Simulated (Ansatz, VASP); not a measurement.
MgO in VASP and in Ansatz

The input INCAR:

```
SYSTEM = MgO
  PREC = Accurate
  ENCUT = 520
  EDIFF = 1E-6
  ISMEAR = 0
  SIGMA = 0.05
  LREAL = .FALSE.
  LASPH = .TRUE.
  NELM = 100
  ALGO = Normal
  ISIF = 2
  LWAVE = .FALSE.
  LCHARG = .TRUE.
  GGA = PS
  LELF = .TRUE.
  LVHAR = .TRUE.
  NBANDS = 26
```

File KPOINTS:

```
regular mesh
0
G
  9 9 4
  0 0 0
```

Contents of POSCAR:

```
MgO
1.0
    3.2553371795      0.0000000000      0.0000000000
   -1.6276685897      2.8192046953      0.0000000000
    0.0000000000      0.0000000000     10.4149514991
Mg O
4 4
Direct
    0.3333333333      0.6666666667      0.9695963559
    0.0000000000      0.0000000000      0.2209473890
    0.0000000000      0.0000000000      0.7209473890
    0.6666666667      0.3333333333      0.4695963559
    0.3333333333      0.6666666667      0.7799156657
   -0.1597376773      0.0000000000      0.5794669904
    0.0000000000      0.0000000000      0.0295387694
    0.6666666667      0.3333333333      0.2799156657
```

Input for Ansatz:

```yaml
crystal:
  lattice:
    - [3.2553371795, 0.0, 0.0]
    - [-1.6276685897, 2.8192046953, 0.0]
    - [0.0, 0.0, 10.4149514991]
  atoms:
    - { symbol: Mg, position: [0.3333333333, 0.6666666667, 0.9695963559] }
    - { symbol: Mg, position: [0.0, 0.0, 0.220947389] }
    - { symbol: Mg, position: [0.0, 0.0, 0.720947389] }
    - { symbol: Mg, position: [0.6666666667, 0.3333333333, 0.4695963559] }
    - { symbol: O, position: [0.3333333333, 0.6666666667, 0.7799156657] }
    - { symbol: O, position: [-0.1597376773, 0.0, 0.5794669904] }
    - { symbol: O, position: [0.0, 0.0, 0.0295387694] }
    - { symbol: O, position: [0.6666666667, 0.3333333333, 0.2799156657] }
basis:
  ecutwfc: 420
kpoints:
  mp_grid: { grid: [9, 9, 4] }
hamiltonian:
  xc: pbesol
  pseudopotentials: { kind: paw, azcp: { folder: soft_1 } }
scf:
  occupations: { method: gaussian, width: 0.05 }
output:
  forces: true
  stress: true
  eigenvalues: true
```

Alike in both runs: task single point; functional PBEsol; k mesh 9 × 9 × 4; occupations gaussian, width 0.05 eV; no spin polarisation.

```csv
,VASP,Ansatz
version,VASP 6.6.1,Ansatz 0.2.0
potentials or method,"VASP PAW PBE potentials, release 64 (Mg, O), cutoff 520 eV","scalar-relativistic, plane waves, PAW"
valence electrons in the cell,32,64
```

```tsv
	VASP	Ansatz	Ansatz less VASP
gap on the k mesh at the Fermi level (eV)	1.17	1.21	+0.040
least direct gap on the mesh (eV)	1.17	1.21	+0.040
pressure (GPa)	9.2	8.9	-0.32
traceless stress, the component that is largest in VASP (GPa)	14.31	13.45	-0.856
rms of the force components (eV/Å)	3.499	3.329	-0.1696
```

VASP's potentials were made for PBE, not for PBEsol, and Ansatz warns of the same on its side. Atom by atom the forces differ by 0.175 eV/Å (rms over components). VASP's potentials hold 32 valence electrons a cell and Ansatz's 64, so a difference there can come from the potentials and not from the codes.
